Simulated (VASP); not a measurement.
# NaH12BrO6 in VASP: single point with PBE+D3(BJ)

Aim: the single point of NaH12BrO6 with PBE+D3(BJ).

Everything below comes from runs of VASP 6.6.1. Logs are shortened: lines on timing, memory, paths and dates and some standing lists are left out, and cuts for length are marked.

## 1. The cell of the first run

The cell holds a disordered packing, 20 atoms: a = 6.628 Å, b = 6.628 Å, c = 6.628 Å, α = 90.00°, β = 90.00°, γ = 90.00°.

## 2. Single point, PBE+D3(BJ)

File INCAR:

```
SYSTEM = NaH12BrO6
PREC = Accurate
ENCUT = 840
EDIFF = 1E-6
ISMEAR = -1
SIGMA = 0.05
LREAL = Auto
LASPH = .TRUE.
NELM = 120
ALGO = Normal
ISIF = 2
LWAVE = .FALSE.
LCHARG = .TRUE.
GGA = PE
IVDW = 12
LELF = .TRUE.
LVHAR = .TRUE.
NBANDS = 48
GGA_COMPAT = .FALSE.
```

File KPOINTS:

```
regular mesh
0
G
  1 1 1
  0 0 0
```

File POSCAR:

```
NaH12BrO6
1.0
    6.6282230000      0.0000000000      0.0000000000
    0.0000000000      6.6282230000      0.0000000000
    0.0000000000      0.0000000000      6.6282230000
O H Na Br
6 12 1 1
Direct
    0.5488577839      0.3060748429      0.0133285033
    0.0354699043      0.3079898164      0.8724318558
    0.6030701163      0.7848506928      0.5803758939
    0.3025045935      0.1004008742      0.4676830071
    0.9576340457      0.7396492957      0.3095435450
    0.2163293489      0.9481507122      0.9773874956
    0.6195332255      0.4159512000     -0.0539964757
    0.6286885422      0.2882315063      0.1384085093
    0.1042276249      0.4370733108      0.8623817336
   -0.0409225878      0.2991725819      0.7435212283
    0.4944064178      0.7902585398      0.4819676111
    0.7268701828      0.7739458721      0.4984085120
    0.3910601583      0.2021419193      0.4074504585
    0.1647644954      0.1508236281      0.4474525854
    0.9364599111      0.5926846071      0.3069140921
    0.9299554763      0.7846519550      0.1720892668
    0.1484803090      1.0810129582      0.9597146315
    0.2248280981      0.9304087786      1.1231640323
    0.4912669833      1.0536748851      0.7716343368
    0.7995456705      0.2942664235      0.4424042773
```

Potentials or basis: VASP PAW PBE potentials, release 64 (O, H, Na_sv, Br).

Run with:

```bash
$ cat potpaw_PBE.64/O/POTCAR potpaw_PBE.64/H/POTCAR potpaw_PBE.64/Na_sv/POTCAR potpaw_PBE.64/Br/POTCAR > POTCAR
$ mpirun -np 1 vasp_gam > vasp.out
```

OUTCAR:

```text
SYSTEM = NaH12BrO6
   PREC = Accurate
   ENCUT = 840
   EDIFF = 1E-6
   ISMEAR = -1
   LREAL = Auto
   LASPH = .TRUE.
   NELM = 120
   ISIF = 2
   GGA = PE
   IVDW = 12
 IVDW          = 12

 ion  position               nearest neighbor table
   1  0.549  0.306  0.013-   7 0.97   8 0.99
   2  0.035  0.308  0.872-   9 0.97  10 0.99
   3  0.603  0.785  0.580-  11 0.97  12 0.99
   4  0.303  0.100  0.468-  13 0.98  14 0.98
   5  0.958  0.740  0.310-  16 0.98  15 0.98
   6  0.216  0.948  0.977-  18 0.97  17 1.00
   7  0.620  0.416  0.946-   1 0.97
   8  0.629  0.288  0.138-   1 0.99
   9  0.104  0.437  0.862-   2 0.97
  10  0.959  0.299  0.744-   2 0.99
  11  0.494  0.790  0.482-   3 0.97
  12  0.727  0.774  0.498-   3 0.99
  13  0.391  0.202  0.407-   4 0.98
  14  0.165  0.151  0.447-   4 0.98
  15  0.936  0.593  0.307-   5 0.98
  16  0.930  0.785  0.172-   5 0.98
  17  0.148  0.081  0.960-   6 1.00
  18  0.225  0.930  0.123-   6 0.97
  19  0.491  0.054  0.772-
  20  0.800  0.294  0.442-

  LATTYP: Found a simple cubic cell.
 ALAT       =     6.6282230000

  Lattice vectors:

 A1 = (   6.6282230000,   0.0000000000,   0.0000000000)
 A2 = (   0.0000000000,   6.6282230000,   0.0000000000)
 A3 = (   0.0000000000,   0.0000000000,   6.6282230000)

Analysis of symmetry for initial positions (statically):
=====================================================================
 Subroutine PRICEL returns:
 Original cell was already a primitive cell.

 Routine SETGRP: Setting up the symmetry group for a
 simple cubic supercell.

 Subroutine GETGRP returns: Found  1 space group operations
 (whereof  1 operations were pure point group operations)
 out of a pool of 48 trial point group operations.

The static configuration has the point symmetry C_1 .

Analysis of symmetry for dynamics (positions and initial velocities):
=====================================================================
 Subroutine PRICEL returns:
 Original cell was already a primitive cell.

 Routine SETGRP: Setting up the symmetry group for a
 simple cubic supercell.

 Subroutine GETGRP returns: Found  1 space group operations
 (whereof  1 operations were pure point group operations)
 out of a pool of 48 trial point group operations.

The dynamic configuration has the point symmetry C_1 .

 Subroutine INISYM returns: Found  1 space group operations
 (whereof  1 operations are pure point group operations),
 and found     1 'primitive' translations

----------------------------------------------------------------------------------------

                                     Primitive cell

  volume of cell :     291.2000

  direct lattice vectors                    reciprocal lattice vectors
     6.628223000  0.000000000  0.000000000     0.150869999  0.000000000  0.000000000
     0.000000000  6.628223000  0.000000000     0.000000000  0.150869999  0.000000000
     0.000000000  0.000000000  6.628223000     0.000000000  0.000000000  0.150869999

  length of vectors
     6.628223000  6.628223000  6.628223000     0.150869999  0.150869999  0.150869999

  position of ions in fractional coordinates (direct lattice)
     0.548857784  0.306074843  0.013328503
     0.035469904  0.307989816  0.872431856
     0.603070116  0.784850693  0.580375894
     0.302504593  0.100400874  0.467683007
     0.957634046  0.739649296  0.309543545
     0.216329349  0.948150712  0.977387496
[... 12 lines left out ...]
     0.491266983  0.053674885  0.771634337
     0.799545671  0.294266423  0.442404277

  ion indices of the primitive-cell ions
   primitive index   ion index
                 1           1
                 2           2
                 3           3
                 4           4
                 5           5
                 6           6
[... 12 lines left out ...]
                19          19
                20          20

----------------------------------------------------------------------------------------

 KPOINTS: regular mesh

Automatic generation of k-mesh.
 Grid dimensions read from file:
 generate k-points for:    1    1    1

 Generating k-lattice:

  Cartesian coordinates                     Fractional coordinates (reciprocal lattice)
     0.150869999  0.000000000  0.000000000     1.000000000  0.000000000  0.000000000
     0.000000000  0.150869999  0.000000000     0.000000000  1.000000000  0.000000000
     0.000000000  0.000000000  0.150869999     0.000000000  0.000000000  1.000000000

  Length of vectors
     0.150869999  0.150869999  0.150869999

  Shift w.r.t. Gamma in fractional coordinates (k-lattice)
     0.000000000  0.000000000  0.000000000

 Subroutine IBZKPT returns following result:
 ===========================================

 Found      1 irreducible k-points:

 Following reciprocal coordinates:
            Coordinates               Weight
  0.000000  0.000000  0.000000      1.000000
   k-points           NKPTS =      1   k-points in BZ     NKDIM =      1   number of bands    NBANDS=     48
   number of dos      NEDOS =    301   number of ions     NIONS =     20
   total plane-waves  NPLWV = 262144
   dimension x,y,z NGX =    64 NGY =   64 NGZ =   64
   dimension x,y,z NGXF=   128 NGYF=  128 NGZF=  128
   ions per type =               6  12   1   1
   NGX,Y,Z   is equivalent  to a cutoff of  16.05, 16.05, 16.05 a.u.
   NGXF,Y,Z  is equivalent  to a cutoff of  32.10, 32.10, 32.10 a.u.
 SYSTEM =  NaH12BrO6
   PREC   = accura    normal or accurate (medium, high low for compatibility)
   ISTART =      0    job   : 0-new  1-cont  2-samecut
   ICHARG =      2    charge: 1-file 2-atom 10-const
   ISPIN  =      1    spin polarized calculation?
   LNONCOLLINEAR =      F non collinear calculations
   LSORBIT =      F    spin-orbit coupling
   LASPH  =      T    aspherical Exc in radial PAW
   ENCUT  =  840.0 eV  61.74 Ry    7.86 a.u.  15.66 15.66 15.66*2*pi/ulx,y,z
   NELM   =    120;   NELMIN=  2; NELMDL= -5     # of ELM steps
   EDIFF  = 0.1E-05   stopping-criterion for ELM
   LREAL  =      T    real-space projection
   EDIFFG = 0.1E-04   stopping-criterion for IOM
   NSW    =      0    number of steps for IOM
   IBRION =     -1    ionic relax: 0-MD 1-quasi-New 2-CG
   NFREE  =      0    steps in history (QN), initial steepest desc. (CG)
   ISIF   =      2    stress and relaxation
   ISYM   =      2    0-nonsym 1-usesym 2-fastsym
   POTIM  = 0.5000    time-step for ionic-motion
   TEBEG  =    0.0;   TEEND  =   0.0 temperature during run
   PSTRESS=    0.0 pullay stress
   NELECT =      64.0000    total number of electrons
   NUPDOWN=      -1.0000    fix difference up-down
   EMIN   =  10.00;   EMAX   =-10.00  energy-range for DOS
   EFERMI =   0.00;   METHOD = LEGACY
   ISMEAR =    -1;   SIGMA  =   0.05  broadening in eV -4-tet -1-fermi 0-gaus
   EFERMI_NEDOS =   21; number of points for ismear=-14 and -15
   IALGO  =     38    algorithm
   IMIX   =      4    mixing-type and parameters
     AMIX     =   0.40;   BMIX     =  1.00
     AMIX_MAG =   1.60;   BMIX_MAG =  1.00
  volume/ion in A,a.u.               =      14.56        98.26
  Fermi-wavevector in a.u.,A,eV,Ry     =   0.987956  1.866967 13.280069  0.976058
  Thomas-Fermi vector in A             =   2.119448
   LORBIT       =      0    0 simple, 1 ext, 2 COOP (PROOUT), +10 PAW based schemes
   GGA     = PE    functional components
   LHFCALC =     F    Hartree Fock is set to
   AEXX    =    0.0000 exact exchange contribution
   IVDW    =    12    specifies the selected vdW correction
   LEPSILON=     F    determine dielectric tensor
   LRPA    =     F    only Hartree local field effects (RPA)
 non-spin polarized calculation
  energy-cutoff  :      840.00
  volume of cell :      291.20
 maximum number of plane-waves:      8068
 NGX is ok and might be reduce to    64
   NGX = 31   NGY = 31   NGZ = 31

 number of electron      64.0000001 magnetization

 Free energy of the ion-electron system (eV)
  ---------------------------------------------------
  ext. energy  EPLUGINS =         0.00000000
  ---------------------------------------------------
  free energy    TOTEN  =       -93.31596709 eV

  energy without entropy =      -93.31596709  energy(sigma->0) =      -93.31596709

 E-fermi :  -1.7120     XC(G=0):  -6.1746

 val. band max:       -2.9310986121   @ k =   0.0000   0.0000   0.0000
 cond. band min:       0.5435507193   @ k =   0.0000   0.0000   0.0000
 fundamental gap:      3.4746493314
 Fermi energy:        -1.7120220176

 k-point     1 :       0.0000    0.0000    0.0000
  band No.  band energies     occupation
      1     -52.3555      2.00000
      2     -24.3230      2.00000
      3     -24.3015      2.00000
      4     -24.2772      2.00000
      5     -22.5625      2.00000
      6     -22.4590      2.00000
[... 36 lines left out ...]
     43       5.9174      0.00000
     44       6.5104      0.00000
 [bands above 44 left out]

------------------------ aborting loop because EDIFF is reached ----------------------------------------

 Edisp (eV)   -0.78429

 E8    (eV) :    -0.2142

  FORCE on cell =-STRESS in cart. coord.  units (eV):
  Direction    XX          YY          ZZ          XY          YZ          ZX
  --------------------------------------------------------------------------------------
  -------------------------------------------------------------------------------------
  Total      -0.57566     0.08835    -1.30340     0.08953     0.23149     0.03804
  in kB      -3.16725     0.48609    -7.17130     0.49261     1.27364     0.20932
  external pressure =       -3.28 kB  Pullay stress =        0.00 kB

 VOLUME and BASIS-vectors are now :
 -----------------------------------------------------------------------------
  energy-cutoff  :      840.00
  volume of cell :      291.20
      direct lattice vectors                 reciprocal lattice vectors
     6.628223000  0.000000000  0.000000000     0.150869999  0.000000000  0.000000000
     0.000000000  6.628223000  0.000000000     0.000000000  0.150869999  0.000000000
     0.000000000  0.000000000  6.628223000     0.000000000  0.000000000  0.150869999

 POSITION                                       TOTAL-FORCE (eV/Angst)
 -----------------------------------------------------------------------------------
      3.63795      2.02873      0.08834         0.140799      0.079436      0.012136
      0.23510      2.04143      5.78267        -0.152810      0.097894     -0.249258
      3.99728      5.20217      3.84686         0.064972     -0.004711      0.109482
      2.00507      0.66548      3.09991        -0.047279      0.126617     -0.179030
      6.34741      4.90256      2.05172        -0.074298      0.029030     -0.198373
      1.43388      6.28455      6.47834        -0.115946      0.133824      0.142143
[... 12 lines left out ...]
      3.25623      0.35577      5.11456        -0.054792     -0.013797     -0.001465
      5.29957      1.95046      2.93235         0.016615     -0.032752      0.022448
 -----------------------------------------------------------------------------------
    total drift:                               -0.000089     -0.009536      0.003934

  FREE ENERGIE OF THE ION-ELECTRON SYSTEM (eV)
  ---------------------------------------------------
  free  energy   TOTEN  =       -94.1002567196 eV

  energy  without entropy=      -94.1002567195  energy(sigma->0) =      -94.10025672
```

Wall time 55 s (1 thread of Intel Xeon Platinum 8559C (Emerald Rapids), shared host); peak memory 0.53 GiB.

What came out:

- Free energy: -94.1003 eV
- Pressure: -0.3 GPa
- Largest force: 0.308 eV/Å
- Dispersion energy per atom: -0.039 eV

Forces in eV/Å, atoms in the order of the input:
```
O    0.141  0.079  0.012
O   -0.153  0.098 -0.249
O    0.065 -0.005  0.109
O   -0.047  0.127 -0.179
O   -0.074  0.029 -0.198
O   -0.116  0.134  0.142
H   -0.041  0.017 -0.062
H   -0.032 -0.023 -0.025
H    0.119 -0.035  0.116
H    0.096 -0.036  0.112
H   -0.053  0.008 -0.017
H    0.015  0.016 -0.006
H   -0.040 -0.101 -0.014
H    0.025 -0.102  0.084
H   -0.019 -0.075  0.119
H    0.089  0.012  0.121
H    0.009 -0.081 -0.085
H    0.056 -0.015 -0.001
Na  -0.055 -0.014 -0.001
Br   0.017 -0.033  0.022
```

Levels at points of the mesh, in eV from the Fermi level:
| k point | band 28 | band 29 | band 30 | band 31 | band 32 | band 33 | band 34 | band 35 | band 36 | band 37 |
| --- | --- | --- | --- | --- | --- | --- | --- | --- | --- | --- |
| (0.00, 0.00, 0.00) | -2.64 | -2.52 | -1.72 | -1.61 | -1.22 | 2.26 | 4.85 | 5.34 | 5.79 | 6.10 |

Caveat: the k points lie up to 0.95 Å⁻¹ apart, too coarse for converged energies, forces and pressures.
